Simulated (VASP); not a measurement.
# SnS2 (P-3m1) in VASP: notebook

Runs on SnS2. Level: r2SCAN. Tasks: single point.

Everything below comes from runs of VASP 6.6.1. Logs are shortened: lines on timing, memory, paths and dates and some standing lists are left out, and cuts for length are marked.

### 1 The cell of the first run

Symmetry: P-3m1, No. 164, trigonal system. The conventional cell has a = 3.661 Å, b = 3.661 Å, c = 6.081 Å, α = 90.00°, β = 90.00°, γ = 120.00°. Sn (site symmetry -3m) has 6 S at 2.57 Å within 3.4 Å. Within 3.4 Å of S (site symmetry 3m) lie 3 Sn at 2.57 Å.

### 2 Single point, r2SCAN, non-collinear spin, zero start, spin-orbit coupling (uniaxial z strain +2.0%)

POSCAR reads:

```
SnS2
1.0
    3.6607548065      0.0000000000      0.0000000000
   -1.8303774033      3.1703066595      0.0000000000
    0.0000000000      0.0000000000      6.0810164740
Sn S
1 2
Direct
    0.0000000000      0.0000000000      0.0000000000
    0.3333333333      0.6666666667      0.2412214472
    0.6666666667      0.3333333333      0.7587785528
```

INCAR.step1 reads:

```
ALGO     = Normal         # electronic algorithm
EDIFF    = 1E-5           # SCF threshold, eV
ENCUT    = 550            # plane-wave cutoff, eV
GGA      = PE             # functional
GGA_COMPAT= False        
ISMEAR   = 0              # smearing method
LASPH    = True           # aspherical terms in the spheres
LCHARG   = False          # write CHGCAR
LNONCOLLINEAR= True           # non-collinear magnetism
LREAL    = False          # projectors in reciprocal space
LSORBIT  = True           # spin-orbit coupling
LWAVE    = True           # write WAVECAR
MAGMOM   = 0 0 0 0 0 0 0 0 0 # initial moments
NBANDS   = 39             # bands
NELM     = 200            # most SCF steps
PREC     = Accurate       # precision mode
SIGMA    = 0.01           # smearing width, eV
```

INCAR.step2 reads:

```
ALGO     = Normal         # electronic algorithm
EDIFF    = 1E-6           # SCF threshold, eV
ENCUT    = 550            # plane-wave cutoff, eV
GGA_COMPAT= False        
ISIF     = 2              # what is computed and relaxed
ISMEAR   = 0              # smearing method
ISTART   = 1            
LASPH    = True           # aspherical terms in the spheres
LCHARG   = False          # write CHGCAR
LMIXTAU  = True         
LNONCOLLINEAR= True           # non-collinear magnetism
LORBIT   = 11             # projections on sites
LORBMOM  = True         
LREAL    = False          # projectors in reciprocal space
LSORBIT  = True           # spin-orbit coupling
LWAVE    = False          # write WAVECAR
MAGMOM   = 0 0 0 0 0 0 0 0 0 # initial moments
METAGGA  = R2SCAN         # meta-GGA
NBANDS   = 39             # bands
NELM     = 200            # most SCF steps
PREC     = Accurate       # precision mode
SIGMA    = 0.01           # smearing width, eV
```

KPOINTS reads:

```
k-points
0
Gamma
  12 12 4
```

Potentials or basis: VASP PAW PBE potentials, release 64 (Sn_d, S).

Launch:

```sh
cat potpaw_PBE.64/Sn_d/POTCAR potpaw_PBE.64/S/POTCAR > POTCAR
cp INCAR.step1 INCAR
mpirun -np 1 vasp_ncl > vasp.out
cp INCAR.step2 INCAR
mpirun -np 1 vasp_ncl > vasp.out
```

OUTCAR:

```text
EDIFF = 1E-6
   ENCUT = 550
   ISIF = 2
   ISMEAR = 0
   ISTART = 1
   LASPH = True
   LNONCOLLINEAR = True
   LORBIT = 11
   LREAL = False
   LSORBIT = True
   METAGGA = R2SCAN
   NELM = 200
   PREC = Accurate

 ion  position               nearest neighbor table
   1  0.000  0.000  0.000-   2 2.57   3 2.57   3 2.57   2 2.57   3 2.57   2 2.57
   2  0.333  0.667  0.241-   1 2.57   1 2.57   1 2.57
   3  0.667  0.333  0.759-   1 2.57   1 2.57   1 2.57

  LATTYP: Found a hexagonal cell.
 ALAT       =     3.6607548065
 C/A-ratio  =     1.6611373324

  Lattice vectors:

 A1 = (   3.6607548065,   0.0000000000,   0.0000000000)
 A2 = (  -1.8303774033,   3.1703066595,   0.0000000000)
 A3 = (   0.0000000000,   0.0000000000,   6.0810164740)

Analysis of symmetry for initial positions (statically):
=====================================================================
 Subroutine PRICEL returns:
 Original cell was already a primitive cell.

 Routine SETGRP: Setting up the symmetry group for a
 hexagonal supercell.

 Subroutine GETGRP returns: Found 12 space group operations
 (whereof 12 operations were pure point group operations)
 out of a pool of 24 trial point group operations.

The static configuration has the point symmetry D_3d.

Analysis of symmetry for dynamics (positions and initial velocities):
=====================================================================
 Subroutine PRICEL returns:
 Original cell was already a primitive cell.

 Routine SETGRP: Setting up the symmetry group for a
 hexagonal supercell.

 Subroutine GETGRP returns: Found 12 space group operations
 (whereof 12 operations were pure point group operations)
 out of a pool of 24 trial point group operations.

The dynamic configuration has the point symmetry D_3d.

Analysis of structural, dynamic, and magnetic symmetry:
=====================================================================
 Subroutine PRICEL returns:
 Original cell was already a primitive cell.

 Routine SETGRP: Setting up the symmetry group for a
 hexagonal supercell.

 Subroutine GETGRP returns: Found 12 space group operations
 (whereof 12 operations were pure point group operations)
 out of a pool of 24 trial point group operations.

The overall configuration has the point symmetry D_3d.

 Subroutine INISYM returns: Found 12 space group operations
 (whereof 12 operations are pure point group operations),
 and found     1 'primitive' translations

----------------------------------------------------------------------------------------

                                     Primitive cell

  volume of cell :      70.5745

  direct lattice vectors                    reciprocal lattice vectors
     3.660754806  0.000000000  0.000000000     0.273167708  0.157713450  0.000000000
    -1.830377403  3.170306660  0.000000000     0.000000000  0.315426899  0.000000000
     0.000000000  0.000000000  6.081016474     0.000000000  0.000000000  0.164446192

  length of vectors
     3.660754806  3.660754807  6.081016474     0.315426899  0.315426899  0.164446192

  position of ions in fractional coordinates (direct lattice)
     0.000000000  0.000000000  0.000000000
     0.333333333  0.666666667  0.241221447
     0.666666667  0.333333333  0.758778553

  ion indices of the primitive-cell ions
   primitive index   ion index
                 1           1
                 2           2
                 3           3

----------------------------------------------------------------------------------------

 KPOINTS: k-points

Automatic generation of k-mesh.
 Grid dimensions read from file:
 generate k-points for:   12   12    4

 Generating k-lattice:

  Cartesian coordinates                     Fractional coordinates (reciprocal lattice)
     0.022763976  0.013142787  0.000000000     0.083333333  0.000000000  0.000000000
[... 96 lines left out ...]
 number of electron      26.0000009 magnetization      -0.0000000      0.0000000      0.0000000

 number of electron      26.0000009 magnetization       0.0000000     -0.0000000     -0.0000000

 number of electron      26.0000009 magnetization       0.0000000      0.0000000      0.0000000

 Free energy of the ion-electron system (eV)
  ---------------------------------------------------
  ext. energy  EPLUGINS =         0.00000000
  ---------------------------------------------------
  free energy    TOTEN  =       -42.27087139 eV

  energy without entropy =      -42.27087139  energy(sigma->0) =      -42.27087139

 E-fermi :   3.9727     XC(G=0):  -9.9794

 val. band max:        3.8672068598   @ k =   0.0833   0.0833   0.0000
 cond. band min:       5.7648204016   @ k =   0.5000   0.0000   0.2500
 fundamental gap:      1.8976135418
 Fermi energy:         3.9726995551

 k-point     1 :       0.0000    0.0000    0.0000
  band No.  band energies     occupation
      1     -18.1765      1.00000
      2     -18.1765      1.00000
      3     -18.1449      1.00000
      4     -18.1449      1.00000
      5     -17.1593      1.00000
      6     -17.1593      1.00000
[... 973 lines left out ...]
     37      13.3743      0.00000
     38      13.3743      0.00000

 [... further k-points ...]

 [bands above 38 left out]

------------------------ aborting loop because EDIFF is reached ----------------------------------------

  FORCE on cell =-STRESS in cart. coord.  units (eV):
  Direction    XX          YY          ZZ          XY          YZ          ZX
  --------------------------------------------------------------------------------------
  -------------------------------------------------------------------------------------
  Total        0.2645733      0.2645733      0.1219173     -0.0000000     -0.0000000     -0.0000000
  in kB        6.0063214      6.0063214      2.7677568     -0.0000000     -0.0000000     -0.0000000
  external PRESSURE =       4.9267998 kB  Pullay stress =       0.0000000 kB

 VOLUME and BASIS-vectors are now :
 -----------------------------------------------------------------------------
  energy-cutoff  :      550.00
  volume of cell :       70.57
      direct lattice vectors                 reciprocal lattice vectors
     3.660754806  0.000000000  0.000000000     0.273167708  0.157713450  0.000000000
    -1.830377403  3.170306660  0.000000000     0.000000000  0.315426899  0.000000000
     0.000000000  0.000000000  6.081016474     0.000000000  0.000000000  0.164446192

 POSITION                                       TOTAL-FORCE (eV/Angst)
 -----------------------------------------------------------------------------------
      0.00000      0.00000      0.00000         0.000000      0.000000      0.000000
     -0.00000      2.11354      1.46687         0.000000     -0.000000     -0.040978
      1.83038      1.05677      4.61414        -0.000000      0.000000      0.040978
 -----------------------------------------------------------------------------------
    total drift:                               -0.000000      0.000000      0.000000

  FREE ENERGIE OF THE ION-ELECTRON SYSTEM (eV)
  ---------------------------------------------------
  free  energy   TOTEN  =       -42.2708713934 eV

  energy  without entropy=      -42.2708713934  energy(sigma->0) =      -42.27087139

 orbital moment (x)

 # of ion     p       d       tot
 ----------------------------------------
  1         0.000  -0.000  -0.000
  2         0.000   0.000   0.000
  3         0.000   0.000   0.000
 ----------------------------------------
            0.000  -0.000   0.000

 orbital moment (y)

 # of ion     p       d       tot
 ----------------------------------------
  1         0.000   0.000   0.000
  2        -0.000   0.000  -0.000
  3         0.000   0.000   0.000
 ----------------------------------------
            0.000   0.000   0.000

 orbital moment (z)

 # of ion     p       d       tot
 ----------------------------------------
  1         0.000   0.000   0.000
  2         0.000   0.000   0.000
  3         0.000   0.000   0.000
 ----------------------------------------
            0.000   0.000   0.000

 Spin-Orbit-Coupling matrix elements

 Ion:    1  E_soc:     -0.0807077
 l=   1
     0.0000000    -0.0076321    -0.0076874
    -0.0076321     0.0000000    -0.0076321
    -0.0076874    -0.0076321     0.0000000
 l=   2
     0.0000000    -0.0011552     0.0000000    -0.0011552    -0.0046656
    -0.0011552     0.0000000    -0.0034858    -0.0011443    -0.0011552
     0.0000000    -0.0034858     0.0000000    -0.0034858     0.0000000
    -0.0011552    -0.0011443    -0.0034858     0.0000000    -0.0011552
    -0.0046656    -0.0011552     0.0000000    -0.0011552     0.0000000
 l=   3
     0.0000000     0.0000000     0.0000000     0.0000000     0.0000000     0.0000000     0.0000000
     0.0000000     0.0000000     0.0000000     0.0000000     0.0000000     0.0000000     0.0000000
     0.0000000     0.0000000     0.0000000     0.0000000     0.0000000     0.0000000     0.0000000
     0.0000000     0.0000000     0.0000000     0.0000000     0.0000000     0.0000000     0.0000000
[... 29 lines left out ...]
 l=   2
     0.0000000     0.0000000     0.0000000     0.0000000     0.0000000
     0.0000000     0.0000000     0.0000000     0.0000000     0.0000000
     0.0000000     0.0000000     0.0000000     0.0000000     0.0000000
     0.0000000     0.0000000     0.0000000     0.0000000     0.0000000
     0.0000000     0.0000000     0.0000000     0.0000000     0.0000000
 l=   3
     0.0000000     0.0000000     0.0000000     0.0000000     0.0000000     0.0000000     0.0000000
     0.0000000     0.0000000     0.0000000     0.0000000     0.0000000     0.0000000     0.0000000
     0.0000000     0.0000000     0.0000000     0.0000000     0.0000000     0.0000000     0.0000000
     0.0000000     0.0000000     0.0000000     0.0000000     0.0000000     0.0000000     0.0000000
     0.0000000     0.0000000     0.0000000     0.0000000     0.0000000     0.0000000     0.0000000
     0.0000000     0.0000000     0.0000000     0.0000000     0.0000000     0.0000000     0.0000000
     0.0000000     0.0000000     0.0000000     0.0000000     0.0000000     0.0000000     0.0000000

 total charge

# of ion       s       p       d       tot
------------------------------------------
    1        0.977   1.072  10.154  12.204
    2        1.352   2.365   0.000   3.718
    3        1.352   2.365   0.000   3.718
--------------------------------------------------
tot          3.682   5.803  10.154  19.639

 magnetization (x)

# of ion       s       p       d       tot
------------------------------------------
    1       -0.000   0.000  -0.000  -0.000
    2       -0.000  -0.000   0.000  -0.000
    3       -0.000  -0.000   0.000  -0.000
--------------------------------------------------
tot         -0.000  -0.000  -0.000  -0.000

 magnetization (y)

# of ion       s       p       d       tot
------------------------------------------
    1        0.000   0.000   0.000   0.000
    2        0.000   0.000   0.000   0.000
    3        0.000   0.000   0.000   0.000
--------------------------------------------------
tot          0.000   0.000   0.000   0.000

 magnetization (z)

# of ion       s       p       d       tot
------------------------------------------
    1       -0.000   0.000  -0.000  -0.000
    2        0.000   0.000   0.000   0.000
    3        0.000   0.000   0.000   0.000
--------------------------------------------------
tot         -0.000   0.000  -0.000  -0.000
```

Run time: 32 min. Hardware: 1 thread of Oxide Virtual Turin-like, shared host; peak memory 0.55 GiB.

What came out:

```yaml
Free_energy: -42.2709 eV
Pressure: 0.5 GPa
Largest_force: 0.041 eV/Å
Net_moment: 0.00 μB per cell
Valence_electrons_inside_the_program's_atomic_spheres: Sn 12.20; S 3.72
```

Forces in eV/Å, atoms in the order of the input:
```
Sn   0.000  0.000  0.000
S    0.000  0.000 -0.041
S    0.000  0.000  0.041
```

Moments on the atoms (μB; x, y, z):
```
Sn  0.00 0.00 0.00
S   0.00 0.00 0.00
S   0.00 0.00 0.00
```

Caveat: the cell differs from its parent crystal (uniaxial z strain +2.0%); the PAW data sets were made with another functional, which shifts forces and pressure a little.

### 3 Single point, r2SCAN, non-collinear spin, zero start, spin-orbit coupling (uniaxial z strain -3.0%)

POSCAR reads:

```
SnS2
1.0
    3.6607548065      0.0000000000      0.0000000000
   -1.8303774033      3.1703066595      0.0000000000
    0.0000000000      0.0000000000      5.7829274312
Sn S
1 2
Direct
    0.0000000000      0.0000000000      0.0000000000
    0.3333333333      0.6666666667      0.2523607814
    0.6666666667      0.3333333333      0.7476392186
```

INCAR.step1 reads:

```
  PREC = Accurate
  ENCUT = 550
  ISMEAR = -1
  SIGMA = 0.02
  LREAL = F
  LASPH = T
  NELM = 200
  MAGMOM = 0 0 0 0 0 0 0 0 0
  LSORBIT = T
  GGA_COMPAT = F
  NBANDS = 39
  GGA = PE
  ALGO = Normal
  EDIFF = 1E-5
  LWAVE = T
  LCHARG = F
```

INCAR.step2 reads:

```
  PREC = Accurate
  ENCUT = 550
  EDIFF = 1E-6
  ISMEAR = -1
  SIGMA = 0.02
  LREAL = F
  LASPH = T
  NELM = 200
  ALGO = Normal
  ISIF = 2
  LWAVE = F
  LCHARG = F
  MAGMOM = 0 0 0 0 0 0 0 0 0
  LORBIT = 11
  LSORBIT = T
  GGA_COMPAT = F
  LORBMOM = T
  METAGGA = R2SCAN
  LMIXTAU = T
  NBANDS = 39
  ISTART = 1
```

KPOINTS reads:

```
Automatic mesh
0
Gamma
  12 12 4
```

Potentials or basis: VASP PAW PBE potentials, release 64 (Sn_d, S).

Launch:

```sh
cat potpaw_PBE.64/Sn_d/POTCAR potpaw_PBE.64/S/POTCAR > POTCAR
cp INCAR.step1 INCAR
mpirun -np 1 vasp_ncl > vasp.out
cp INCAR.step2 INCAR
mpirun -np 1 vasp_ncl > vasp.out
```

It took 49 min on 1 thread of Oxide Virtual Turin-like, shared host; peak memory 0.54 GiB.

It converged, with:

| Item | Value |
| --- | --- |
| Free energy | -42.2428 eV |
| Pressure | 1.5 GPa |
| Largest force | 0.044 eV/Å |
| Net moment | 0.00 μB per cell |
| Valence electrons inside the program's atomic spheres | Sn 12.21; S 3.72 |

Forces in eV/Å, atoms in the order of the input:
```
Sn   0.000  0.000  0.000
S    0.000  0.000 -0.044
S    0.000  0.000  0.044
```

Stress tensor (GPa, compression positive):
```
1.28 0.00 0.00
0.00 1.28 0.00
0.00 0.00 1.87
```

Moments on the atoms (μB; x, y, z):
```
Sn  0.00 0.00 0.00
S   0.00 0.00 0.00
S   0.00 0.00 0.00
```

Caveat: the cell differs from its parent crystal (uniaxial z strain -3.0%); the PAW data sets were made with another functional, which shifts forces and pressure a little.
